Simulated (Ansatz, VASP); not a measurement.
One calculation of Ag, two programs

```xyz
1
Lattice="0.0000 2.0519 2.0519 2.0519 0.0000 2.0519 2.0519 2.0519 0.0000" Properties=species:S:1:pos:R:3 pbc="T T T"
Ag    0.0000    0.0000    0.0000
```

Alike in both runs: task single point; functional r2SCAN; k mesh 8 × 8 × 8; occupations fermi-dirac, width 0.1 eV; no spin polarisation.

```csv
,VASP,Ansatz
version,VASP 6.6.1,Ansatz 0.2.0
potentials or method,"VASP PAW PBE potentials, release 64 (Ag), cutoff 520 eV","plane waves (500 eV) with PAW, scalar-relativistic"
valence electrons in the cell,11,19
```

Ansatz gave:

* pressure (GPa): 0.6

Question: Estimate VASP's values.

Answer: Pressure (GPa): 0.8.

VASP's potentials were made for PBE, not for r2SCAN. With one functional, cell and mesh, what is left measures potentials, basis and numerics. VASP's potentials hold 11 valence electrons a cell and Ansatz's 19, so a difference there can come from the potentials and not from the codes.
